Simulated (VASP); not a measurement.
# Sc3B2N (I4/mmm) in VASP: single point with PBE

Aim: the single point of Sc3B2N with PBE.

Program: VASP 6.6.1. These are calculated values, not measurements. Logs are shortened: lines on timing, memory, paths and dates and some standing lists are left out, and cuts for length are marked.

### 1 The cell of the first run

The structure is tetragonal, space group I4/mmm (No. 139). Conventional cell: a = 5.045 Å, b = 5.045 Å, c = 7.474 Å, α = 90.00°, β = 90.00°, γ = 90.00°. Sc (site symmetry -4m2) has 4 B at 2.57 Å and 4 Sc at 3.14 Å and 4 N at 3.14 Å within 3.4 Å. Within 3.2 Å of Sc (site symmetry 4/mmm) lie 2 B at 2.35 Å and 8 Sc at 3.14 Å. B (site symmetry 4mm) has 1 N at 1.39 Å within 1.9 Å. Within 1.9 Å of N (site symmetry 4/mmm) lie 2 B at 1.39 Å.

The cell was generated, and may not be a known phase.

### 2 Single point, PBE, collinear spin, ferromagnetic start

File INCAR:

```
SYSTEM = Sc3B2N
PREC = Accurate
ENCUT = 520
EDIFF = 1E-6
ISMEAR = 0
SIGMA = 0.1
LREAL = .False.
LASPH = .True.
NELM = 150
ALGO = Normal
ISIF = 2
LWAVE = .False.
LCHARG = .False.
ISPIN = 2
MAGMOM = 0 0 0 0 0 1
LORBIT = 11
LMAXMIX = 4
GGA = PE
NBANDS = 35
```

File KPOINTS:

```
Automatic mesh
0
Gamma
  6 6 6
  0 0 0
```

File POSCAR:

```
Sc3B2N
1.0
   -2.5226014198      2.5226014198      3.7368921458
    2.5226014198     -2.5226014198      3.7368921458
    2.5226014198      2.5226014198     -3.7368921458
Sc B N
3 2 1
Direct
    0.7500000000      0.2500000000      0.5000000000
    0.5000000000      0.5000000000      0.0000000000
    0.2500000000      0.7500000000      0.5000000000
    0.8146490494      0.8146490494      0.0000000000
    0.1853509506      0.1853509506      0.0000000000
    0.0000000000      0.0000000000      0.0000000000
```

Potentials or basis: VASP PAW PBE potentials, release 64 (Sc_sv, B, N).

Command:

```sh
cat potpaw_PBE.64/Sc_sv/POTCAR potpaw_PBE.64/B/POTCAR potpaw_PBE.64/N/POTCAR > POTCAR
mpirun -np 1 vasp_std > vasp.out
```

OUTCAR:

```text
SYSTEM = Sc3B2N
   PREC = Accurate
   ENCUT = 520
   EDIFF = 1E-6
   ISMEAR = 0
   LREAL = .False.
   LASPH = .True.
   NELM = 150
   ISIF = 2
   ISPIN = 2
   LORBIT = 11
   GGA = PE

 ion  position               nearest neighbor table
   1  0.750  0.250  0.500-   4 2.57   5 2.57   4 2.57   5 2.57   2 3.14   2 3.14   2 3.14   2 3.14

   2  0.500  0.500  0.000-   4 2.35   5 2.35   1 3.14   3 3.14   3 3.14   1 3.14   1 3.14   3 3.14
                             3 3.14   1 3.14
   3  0.250  0.750  0.500-   4 2.57   5 2.57   4 2.57   5 2.57   2 3.14   2 3.14   2 3.14   2 3.14

   4  0.815  0.815  0.000-   6 1.39   2 2.35   3 2.57   1 2.57   1 2.57   3 2.57
   5  0.185  0.185  0.000-   6 1.39   2 2.35   1 2.57   3 2.57   1 2.57   3 2.57
   6  0.000  0.000  0.000-   4 1.39   5 1.39

  LATTYP: Found a body centered tetragonal cell.
 ALAT       =     5.0452028396
 C/A-ratio  =     1.4813644821

  Lattice vectors:

 A1 = (  -2.5226014198,   2.5226014198,   3.7368921458)
 A2 = (   2.5226014198,  -2.5226014198,   3.7368921458)
 A3 = (   2.5226014198,   2.5226014198,  -3.7368921458)

Analysis of symmetry for initial positions (statically):
=====================================================================
 Subroutine PRICEL returns:
 Original cell was already a primitive cell.

 Routine SETGRP: Setting up the symmetry group for a
 body centered tetragonal supercell.

 Subroutine GETGRP returns: Found 16 space group operations
 (whereof 16 operations were pure point group operations)
 out of a pool of 16 trial point group operations.

The static configuration has the point symmetry D_4h.

Analysis of symmetry for dynamics (positions and initial velocities):
=====================================================================
 Subroutine PRICEL returns:
 Original cell was already a primitive cell.

 Routine SETGRP: Setting up the symmetry group for a
 body centered tetragonal supercell.

 Subroutine GETGRP returns: Found 16 space group operations
 (whereof 16 operations were pure point group operations)
 out of a pool of 16 trial point group operations.

The dynamic configuration has the point symmetry D_4h.

Analysis of structural, dynamic, and magnetic symmetry:
=====================================================================
 Subroutine PRICEL returns:
 Original cell was already a primitive cell.

 Routine SETGRP: Setting up the symmetry group for a
 body centered tetragonal supercell.

 Subroutine GETGRP returns: Found 16 space group operations
 (whereof 16 operations were pure point group operations)
 out of a pool of 16 trial point group operations.

The overall configuration has the point symmetry D_4h.

 Subroutine INISYM returns: Found 16 space group operations
 (whereof 16 operations are pure point group operations),
 and found     1 'primitive' translations

----------------------------------------------------------------------------------------

                                     Primitive cell

  volume of cell :      95.1191

  direct lattice vectors                    reciprocal lattice vectors
    -2.522601420  2.522601420  3.736892146     0.000000000  0.198208086  0.133801025
     2.522601420 -2.522601420  3.736892146     0.198208086  0.000000000  0.133801025
     2.522601420  2.522601420 -3.736892146     0.198208086  0.198208086  0.000000000

  length of vectors
     5.166371914  5.166371914  5.166371914     0.239142551  0.239142551  0.280308564

  position of ions in fractional coordinates (direct lattice)
     0.750000000  0.250000000  0.500000000
     0.500000000  0.500000000  0.000000000
     0.250000000  0.750000000  0.500000000
     0.814649049  0.814649049  0.000000000
     0.185350951  0.185350951  0.000000000
     0.000000000  0.000000000  0.000000000

  ion indices of the primitive-cell ions
   primitive index   ion index
                 1           1
                 2           2
                 3           3
                 4           4
                 5           5
                 6           6

----------------------------------------------------------------------------------------

 KPOINTS: Automatic mesh

Automatic generation of k-mesh.
 Grid dimensions read from file:
 generate k-points for:    6    6    6

 Generating k-lattice:

  Cartesian coordinates                     Fractional coordinates (reciprocal lattice)
     0.000000000  0.033034681  0.022300171     0.166666667  0.000000000 -0.000000000
     0.033034681  0.000000000  0.022300171     0.000000000  0.166666667 -0.000000000
     0.033034681  0.033034681  0.000000000     0.000000000  0.000000000  0.166666667

  Length of vectors
     0.039857092  0.039857092  0.046718094

  Shift w.r.t. Gamma in fractional coordinates (k-lattice)
     0.000000000  0.000000000  0.000000000

 Subroutine IBZKPT returns following result:
 ===========================================

 Found     30 irreducible k-points:

 Following reciprocal coordinates:
            Coordinates               Weight
  0.000000  0.000000  0.000000      1.000000
  0.166667  0.000000 -0.000000      8.000000
  0.333333  0.000000 -0.000000      8.000000
  0.500000  0.000000 -0.000000      4.000000
  0.166667  0.166667 -0.000000      8.000000
  0.333333  0.166667 -0.000000     16.000000
[... 16 lines left out ...]
 -0.333333 -0.333333  0.166667      8.000000
 -0.166667 -0.333333  0.166667      8.000000
 [... further k-points ...]
   k-points           NKPTS =     30   k-points in BZ     NKDIM =     30   number of bands    NBANDS=     35
   number of dos      NEDOS =    301   number of ions     NIONS =      6
   total plane-waves  NPLWV =  64000
   dimension x,y,z NGX =    40 NGY =   40 NGZ =   40
   dimension x,y,z NGXF=    80 NGYF=   80 NGZF=   80
   ions per type =               3   2   1
   NGX,Y,Z   is equivalent  to a cutoff of  12.87, 12.87, 12.87 a.u.
   NGXF,Y,Z  is equivalent  to a cutoff of  25.74, 25.74, 25.74 a.u.
 SYSTEM =  Sc3B2N
   PREC   = accura    normal or accurate (medium, high low for compatibility)
   ISTART =      0    job   : 0-new  1-cont  2-samecut
   ICHARG =      2    charge: 1-file 2-atom 10-const
   ISPIN  =      2    spin polarized calculation?
   LNONCOLLINEAR =      F non collinear calculations
   LSORBIT =      F    spin-orbit coupling
   LASPH  =      T    aspherical Exc in radial PAW
   ENCUT  =  520.0 eV  38.22 Ry    6.18 a.u.   9.61  9.61  9.61*2*pi/ulx,y,z
   NELM   =    150;   NELMIN=  2; NELMDL= -5     # of ELM steps
   EDIFF  = 0.1E-05   stopping-criterion for ELM
   LREAL  =      F    real-space projection
   EDIFFG = 0.1E-04   stopping-criterion for IOM
   NSW    =      0    number of steps for IOM
   IBRION =     -1    ionic relax: 0-MD 1-quasi-New 2-CG
   NFREE  =      0    steps in history (QN), initial steepest desc. (CG)
   ISIF   =      2    stress and relaxation
   ISYM   =      2    0-nonsym 1-usesym 2-fastsym
   POTIM  = 0.5000    time-step for ionic-motion
   TEBEG  =    0.0;   TEEND  =   0.0 temperature during run
   PSTRESS=    0.0 pullay stress
   NELECT =      44.0000    total number of electrons
   NUPDOWN=      -1.0000    fix difference up-down
   EMIN   =  10.00;   EMAX   =-10.00  energy-range for DOS
   EFERMI =   0.00;   METHOD = LEGACY
   ISMEAR =     0;   SIGMA  =   0.10  broadening in eV -4-tet -1-fermi 0-gaus
   EFERMI_NEDOS =   21; number of points for ismear=-14 and -15
   IALGO  =     38    algorithm
   IMIX   =      4    mixing-type and parameters
     AMIX     =   0.40;   BMIX     =  1.00
     AMIX_MAG =   1.60;   BMIX_MAG =  1.00
  volume/ion in A,a.u.               =      15.85       106.98
  Fermi-wavevector in a.u.,A,eV,Ry     =   1.266105  2.392592 21.810442  1.603022
  Thomas-Fermi vector in A             =   2.399323
   LORBIT       =     11    0 simple, 1 ext, 2 COOP (PROOUT), +10 PAW based schemes
   GGA     = PE    functional components
   LHFCALC =     F    Hartree Fock is set to
   AEXX    =    0.0000 exact exchange contribution
   IVDW    =     0    specifies the selected vdW correction
   LEPSILON=     F    determine dielectric tensor
   LRPA    =     F    only Hartree local field effects (RPA)
 spin polarized calculation
 Gauss-broadening in eV      SIGMA  =   0.10
  energy-cutoff  :      520.00
  volume of cell :       95.12
 maximum number of plane-waves:      2581
 NGX is ok and might be reduce to    40
   NGX = 19   NGY = 19   NGZ = 19

 number of electron      43.9999995 magnetization       0.0030238

 Free energy of the ion-electron system (eV)
  ---------------------------------------------------
  ext. energy  EPLUGINS =         0.00000000
  ---------------------------------------------------
  free energy    TOTEN  =       -40.60083960 eV

  energy without entropy =      -40.57165875  energy(sigma->0) =      -40.58624918

 E-fermi :   4.3075     XC(G=0): -10.2967

 val. band max:        4.2973243350   @ k =   0.5000   0.1667  -0.0000
 cond. band min:       4.3096629117   @ k =   0.3333   0.0000  -0.0000
 fundamental gap:      0.0123385767
 Fermi energy:         4.3075029280

 spin component 1

 k-point     1 :       0.0000    0.0000    0.0000
  band No.  band energies     occupation
      1     -45.0556      1.00000
      2     -45.0235      1.00000
      3     -44.8986      1.00000
      4     -23.8515      1.00000
      5     -23.8462      1.00000
      6     -23.7637      1.00000
[... 26 lines left out ...]
     33       8.6399      0.00000
     34       8.6399      0.00000

 k-point     2 :       0.1667    0.0000   -0.0000
  band No.  band energies     occupation
      1     -45.0520      1.00000
      2     -45.0247      1.00000
      3     -44.9011      1.00000
      4     -23.8716      1.00000
      5     -23.8443      1.00000
      6     -23.7739      1.00000
[... 26 lines left out ...]
     33       7.9932      0.00000
     34       8.2619      0.00000
[... 775 lines left out ...]
     33       7.8579      0.00000
     34       7.9896      0.00000

 k-point    24 :      -0.1667   -0.3333    0.1667
  band No.  band energies     occupation
      1     -45.0451      1.00000
      2     -45.0262      1.00000
      3     -44.9065      1.00000
      4     -23.8743      1.00000
      5     -23.8365      1.00000
      6     -23.8048      1.00000
[... 26 lines left out ...]
     33       7.6424      0.00000
     34       7.9413      0.00000

 [... further k-points ...]

 spin component 2

 k-point     1 :       0.0000    0.0000    0.0000
  band No.  band energies     occupation
      1     -45.0553      1.00000
      2     -45.0232      1.00000
      3     -44.8981      1.00000
      4     -23.8510      1.00000
      5     -23.8457      1.00000
      6     -23.7632      1.00000
[... 26 lines left out ...]
     33       8.6401      0.00000
     34       8.6401      0.00000

 k-point     2 :       0.1667    0.0000   -0.0000
  band No.  band energies     occupation
      1     -45.0516      1.00000
      2     -45.0243      1.00000
      3     -44.9006      1.00000
      4     -23.8711      1.00000
      5     -23.8438      1.00000
      6     -23.7734      1.00000
[... 26 lines left out ...]
     33       7.9937      0.00000
     34       8.2622      0.00000
[... 775 lines left out ...]
     33       7.8583      0.00000
     34       7.9898      0.00000

 k-point    24 :      -0.1667   -0.3333    0.1667
  band No.  band energies     occupation
      1     -45.0447      1.00000
      2     -45.0258      1.00000
      3     -44.9060      1.00000
      4     -23.8738      1.00000
      5     -23.8360      1.00000
      6     -23.8044      1.00000
[... 26 lines left out ...]
     33       7.6430      0.00000
     34       7.9415      0.00000

 [... further k-points ...]

 [bands above 34 left out]

------------------------ aborting loop because EDIFF is reached ----------------------------------------

  FORCE on cell =-STRESS in cart. coord.  units (eV):
  Direction    XX          YY          ZZ          XY          YZ          ZX
  --------------------------------------------------------------------------------------
  -------------------------------------------------------------------------------------
  Total        0.1494767      0.1494767      0.0237583      0.0000000     -0.0000000      0.0000000
  in kB        2.5177705      2.5177705      0.4001833      0.0000000     -0.0000000      0.0000000
  external PRESSURE =       1.8119081 kB  Pullay stress =       0.0000000 kB

 VOLUME and BASIS-vectors are now :
 -----------------------------------------------------------------------------
  energy-cutoff  :      520.00
  volume of cell :       95.12
      direct lattice vectors                 reciprocal lattice vectors
    -2.522601420  2.522601420  3.736892146     0.000000000  0.198208086  0.133801025
     2.522601420 -2.522601420  3.736892146     0.198208086  0.000000000  0.133801025
     2.522601420  2.522601420 -3.736892146     0.198208086  0.198208086  0.000000000

 POSITION                                       TOTAL-FORCE (eV/Angst)
 -----------------------------------------------------------------------------------
      0.00000      2.52260      1.86845        -0.000000     -0.000000     -0.000000
      0.00000      0.00000      3.73689        -0.000000     -0.000000      0.000000
      2.52260      0.00000      1.86845        -0.000000     -0.000000     -0.000000
      0.00000      0.00000      6.08851         0.000000      0.000000      0.017578
      0.00000      0.00000      1.38527        -0.000000     -0.000000     -0.017578
      0.00000      0.00000      0.00000        -0.000000     -0.000000      0.000000
 -----------------------------------------------------------------------------------
    total drift:                               -0.000000     -0.000000      0.000000

  FREE ENERGIE OF THE ION-ELECTRON SYSTEM (eV)
  ---------------------------------------------------
  free  energy   TOTEN  =       -40.6008396007 eV

  energy  without entropy=      -40.5716587511  energy(sigma->0) =      -40.58624918

 total charge

# of ion       s       p       d       tot
------------------------------------------
    1        2.225   6.126   1.062   9.414
    2        2.269   6.120   1.149   9.538
    3        2.225   6.126   1.062   9.414
    4        0.735   1.235   0.000   1.970
    5        0.735   1.235   0.000   1.970
    6        1.293   2.513   0.000   3.806
--------------------------------------------------
tot          9.483  23.355   3.274  36.112

 magnetization (x)

# of ion       s       p       d       tot
------------------------------------------
    1        0.000   0.000   0.000   0.000
    2        0.000   0.000   0.001   0.001
    3        0.000   0.000   0.000   0.000
    4       -0.000  -0.000   0.000  -0.000
    5       -0.000  -0.000   0.000  -0.000
    6        0.000   0.000   0.000   0.000
--------------------------------------------------
tot          0.000   0.000   0.001   0.001
```

It took 3.5 min on 1 thread of AMD EPYC 7R13 (Zen 3), shared host; peak memory 0.34 GiB.

What came out:

```
Free energy                                           : -40.6008 eV
Pressure                                              : 0.2 GPa
Largest force                                         : 0.018 eV/Å
Band gap on the k mesh                                : zero (filled and empty bands overlap)
Net moment                                            : 0.00 μB per cell
Valence electrons inside the program's atomic spheres : Sc 9.41, 9.54 (each value once); B 1.97; N 3.81
```

Forces in eV/Å, atoms in the order of the input:
```
Sc   0.000  0.000  0.000
Sc   0.000  0.000  0.000
Sc   0.000  0.000  0.000
B    0.000  0.000  0.018
B    0.000  0.000 -0.018
N    0.000  0.000  0.000
```

Stress tensor (GPa, compression positive):
```
0.25 0.00 0.00
0.00 0.25 0.00
0.00 0.00 0.04
```

Levels at points of the mesh, in eV from the Fermi level:
Spin up:
| k point | band 18 | band 19 | band 20 | band 21 | band 22 | band 23 | band 24 | band 25 | band 26 | band 27 |
| --- | --- | --- | --- | --- | --- | --- | --- | --- | --- | --- |
| (0.00, 0.00, 0.00) | -3.07 | -1.58 | -1.42 | -1.42 | -0.55 | 0.46 | 1.14 | 1.14 | 1.85 | 1.85 |
| (0.50, 0.00, 0.00) | -4.05 | -1.30 | -0.75 | -0.56 | -0.12 | 0.25 | 0.27 | 0.57 | 1.09 | 1.29 |
| (0.50, 0.50, 0.00) | -3.08 | -2.73 | -0.95 | -0.58 | -0.18 | 0.35 | 0.51 | 0.76 | 1.14 | 1.87 |
| (0.50, 0.50, 0.50) | -4.22 | -1.05 | -0.84 | 0.50 | 0.50 | 0.51 | 0.84 | 0.84 | 1.26 | 1.26 |
Spin down:
```csv
k point,band 20,band 21,band 22,band 23,band 24,band 25
"(0.00, 0.00, 0.00)",-1.42,-1.42,-0.55,0.46,1.14,1.14
"(0.50, 0.00, 0.00)",-0.75,-0.56,-0.12,0.25,0.27,0.57
"(0.50, 0.50, 0.00)",-0.95,-0.58,-0.18,0.35,0.51,0.76
"(0.50, 0.50, 0.50)",-0.84,0.50,0.50,0.51,0.84,0.84
```
